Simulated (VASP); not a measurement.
A run of VASP 6.6.1 is set up as follows.

INCAR

```
  ALGO = Normal
  EDIFF = 1E-6
  ENCUT = 520
  GGA_COMPAT = F
  ISIF = 2
  ISMEAR = -1
  LASPH = T
  LCHARG = T
  LMAXMIX = 4
  LNONCOLLINEAR = T
  LORBIT = 11
  LORBMOM = T
  LREAL = F
  LSORBIT = T
  LVHAR = T
  LWAVE = F
  MAGMOM = 0 0 0 0 0 2 0 0 0 0 0 0 0 0 0
  NBANDS = 56
  NELM = 150
  PREC = Accurate
  SIGMA = 0.05
```

File KPOINTS:

```
k-points
0
Gamma
  7 7 7
```

Contents of POSCAR:

```
SrVO3
1.0
    3.8409000000      0.0000000000      0.0000000000
    0.0000000000      3.8409000000      0.0000000000
    0.0000000000      0.0000000000      3.8409000000
Sr V O
1 1 3
Direct
    0.5000000000      0.5000000000      0.5000000000
    0.0000000000      0.0000000000      0.0000000000
    0.0000000000      0.0000000000      0.5000000000
    0.0000000000      0.5000000000      0.0000000000
    0.5000000000      0.0000000000      0.0000000000
```

Potentials or basis: VASP PAW LDA potentials, release 64 (Sr_sv, V_sv, O).

Command:

```console
$ cat potpaw_LDA.64/Sr_sv/POTCAR potpaw_LDA.64/V_sv/POTCAR potpaw_LDA.64/O/POTCAR > POTCAR
$ mpirun -np 1 vasp_ncl > vasp.out
```

(1) Estimate the net moment.

(2) Predict the pressure.

Results:

(1) 0.00 μB per cell.

(2) -9.4 GPa.

Caveat: the cell stands under tension.
